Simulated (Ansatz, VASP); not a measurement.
**Two plane-wave programs on SiC**

```xyz
2
Lattice="0.0000 2.1339 2.1339 2.1339 0.0000 2.1339 2.1339 2.1339 0.0000" Properties=species:S:1:pos:R:3 pbc="T T T"
Si    0.0000    0.0000    0.0000
C     1.0669    1.0669    1.0669
```

Alike in both runs: functional r2SCAN; k mesh 12 × 12 × 12; occupations fermi-dirac, width 0.02 eV; no spin polarisation.

Ansatz relaxed the structure, and its values are those at the end. VASP's run is a single point on that final structure, the one shown.

|  | VASP | Ansatz |
| --- | --- | --- |
| version | VASP 6.6.1 | Ansatz 0.2.0 |
| potentials or method | VASP PAW PBE potentials, release 64 (Si, C), cutoff 520 eV | PAW plane waves |
| valence electrons in the cell | 8 | 8 |

VASP gave:

* gap on the k mesh at the Fermi level (eV): 1.68
* pressure (GPa): 15.5

Q: Estimate Ansatz's values.

A: gap on the k mesh at the Fermi level (eV): 1.67; pressure (GPa): 15.9.

VASP's potentials were made for PBE, not for r2SCAN. Ansatz's warnings: stress scf threshold loose.
